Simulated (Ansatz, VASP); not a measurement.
## Two plane-wave programs on ZrS2

```xyz
3
Lattice="3.6744 0.0000 0.0000 -1.8372 3.1822 0.0000 0.0000 0.0000 5.8610" Properties=species:S:1:pos:R:3 pbc="T T T"
Zr    0.0000    0.0000    0.0000
S     1.8372    1.0607    4.4184
S     0.0000    2.1214    1.4425
```

Alike in both runs: functional r2SCAN; dispersion rVV10; k mesh 9 × 9 × 6; occupations gaussian, width 0.02 eV; no spin polarisation.

Ansatz relaxed the structure, and its values are those at the end. VASP's run is a single point on that final structure, the one shown.

|  | VASP | Ansatz |
| --- | --- | --- |
| version | VASP 6.6.1 | Ansatz 0.2.0 |
| potentials or method | VASP PAW PBE potentials, release 64 (Zr_sv, S), cutoff 550 eV | scalar-relativistic, plane waves, PAW |
| valence electrons in the cell | 24 | 24 |

```csv
,VASP,Ansatz,Ansatz less VASP
gap on the k mesh at the Fermi level (eV),1.21,1.21,-0.003
least direct gap on the mesh (eV),1.81,1.81,-0.008
pressure (GPa),0.0,0.0,-0.05
rms of the force components (eV/Å),0.005,0.000,-0.0054
```

VASP's potentials were made for PBE, not for r2SCAN.
